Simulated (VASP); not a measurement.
Ga2Sb2CO, 6 atoms in the cell. The cell holds a slab with vacuum, 6 atoms: a = 4.334 Å, b = 4.334 Å, c = 23.320 Å, α = 90.00°, β = 90.00°, γ = 120.00°. 

| Quantity | Value |
| --- | --- |
| Program | VASP 6.6.1 |
| Task | single point |
| Functional | PBE |
| Dispersion | D3(BJ) |
| Potentials or basis | VASP PAW PBE potentials, release 64 (Sb_d_GW, Ga_d, O, C) |
| Cutoff | 520 eV |
| k mesh | 6 × 6 × 1 |
| Occupations | gaussian, width 0.1 eV |
| Spin | no spin polarisation |
| Dipole correction | yes |
| Further INCAR settings | ALGO = Normal; EDIFF = 1e-06; NBANDS = 42; NELMDL = -8 |

Potentials or basis: VASP PAW PBE potentials, release 64 (Sb_d_GW, Ga_d, O, C).

Command:

```console
$ cat potpaw_PBE.64/Sb_d_GW/POTCAR potpaw_PBE.64/Ga_d/POTCAR potpaw_PBE.64/O/POTCAR potpaw_PBE.64/C/POTCAR > POTCAR
$ mpirun -np 1 vasp_std > vasp.out
```

Hardware: 1 thread of Intel(R) Xeon(R) Platinum 8488C (Sapphire Rapids), with other jobs on the host.

Estimate the wall time of this run.

Wall time 3.4 min on 1 thread of Intel(R) Xeon(R) Platinum 8488C (Sapphire Rapids), on a shared host, peak memory 0.51 GiB. Counts: scf iterations 23, k points 7.
